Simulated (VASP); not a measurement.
Write the native input for VASP 6.6.1 that does the following.

```yaml
Task: single point
Functional: PBE
Potentials_or_basis: VASP PAW PBE potentials, release 64 (Ce, O)
Cutoff: 520 eV
k_mesh: 6 × 6 × 6
Occupations: fermi-dirac, width 0.02 eV
Spin: no spin polarisation
Dipole_correction: no
Further_INCAR_settings: ALGO = Normal; EDIFF = 1e-07; NBANDS = 19
```

The structure of CeO2 (fluorite type) lies in POSCAR:

```
CeO2
1.0
    0.0000000000      2.7300000000      2.7300000000
    2.7300000000      0.0000000000      2.7300000000
    2.7300000000      2.7300000000      0.0000000000
Ce O
1 2
Direct
    0.0000000000      0.0000000000      0.0000000000
    0.2500000000      0.2500000000      0.2500000000
    0.7500000000      0.7500000000      0.7500000000
```

The input as run:

INCAR

```
SYSTEM = CeO2
PREC = Accurate ; ENCUT = 520
EDIFF = 1E-7 ; ISMEAR = -1
SIGMA = 0.02 ; LREAL = .FALSE.
LASPH = .TRUE. ; NELM = 60
ALGO = Normal ; ISIF = 2
LWAVE = .FALSE. ; LCHARG = .FALSE.
GGA = PE ; NBANDS = 19
```

KPOINTS

```
Automatic mesh
0
G
  6 6 6
  0 0 0
```

Potentials or basis: VASP PAW PBE potentials, release 64 (Ce, O).

Launch:

```console
$ cat potpaw_PBE.64/Ce/POTCAR potpaw_PBE.64/O/POTCAR > POTCAR
$ mpirun -np 1 vasp_std > vasp.out
```

It gave:

```json
{"Pressure": "0.4 GPa", "Band gap on the k mesh": "1.98 eV (least direct gap 2.05 eV)"}
```

Caveat: spin-orbit coupling is left out, which moves the levels of the heavy elements; semilocal functionals describe open f shells poorly, which spoils levels, moments and volumes.

It took 14 s on 1 thread of Intel(R) Xeon(R) 6975P-C (Granite Rapids), with other jobs on the host, peak memory 0.18 GiB.
